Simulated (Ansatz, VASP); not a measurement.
## Al2O3 in VASP and in Ansatz

```xyz
10
Lattice="2.5757 1.4871 4.3206 -2.5757 1.4871 4.3206 0.0000 -2.9741 4.3206" Properties=species:S:1:pos:R:3 pbc="T T T"
Al    0.0000    0.0000   11.0438
Al    0.0000    0.0000    8.3987
Al    0.0000    0.0000    1.9179
Al    0.0000    0.0000    4.5630
O    -1.0001   -1.4871    5.4007
O     1.7879   -0.1226    5.4007
O    -0.7878    1.6096    5.4007
O     1.0001    1.4871    7.5610
O    -1.7879    0.1226    7.5610
O     0.7878   -1.6096    7.5610
```

Alike in both runs: task single point; functional PBEsol; k mesh 6 × 6 × 6; occupations gaussian, width 0.05 eV; no spin polarisation.

|  | VASP | Ansatz |
| --- | --- | --- |
| version | VASP 6.6.1 | Ansatz 0.2.0 |
| potentials or method | VASP PAW PBE potentials, release 64 (Al, O), cutoff 520 eV | scalar-relativistic, plane waves, PAW |
| valence electrons in the cell | 48 | 48 |

|  | VASP | Ansatz | Ansatz less VASP |
| --- | --- | --- | --- |
| gap on the k mesh at the Fermi level (eV) | 3.73 | 3.73 | +0.001 |
| least direct gap on the mesh (eV) | 3.73 | 3.73 | +0.001 |
| pressure (GPa) | -27.0 | -27.0 | +0.02 |
| traceless stress, the component that is largest in VASP (GPa) | 17.81 | 17.80 | -0.012 |
| rms of the force components (eV/Å) | 0.222 | 0.220 | -0.0017 |

VASP's potentials were made for PBE, not for PBEsol, and Ansatz warns of the same on its side. Atom by atom the forces differ by 0.004 eV/Å (rms over components). With one functional, cell and mesh, what is left measures potentials, basis and numerics.
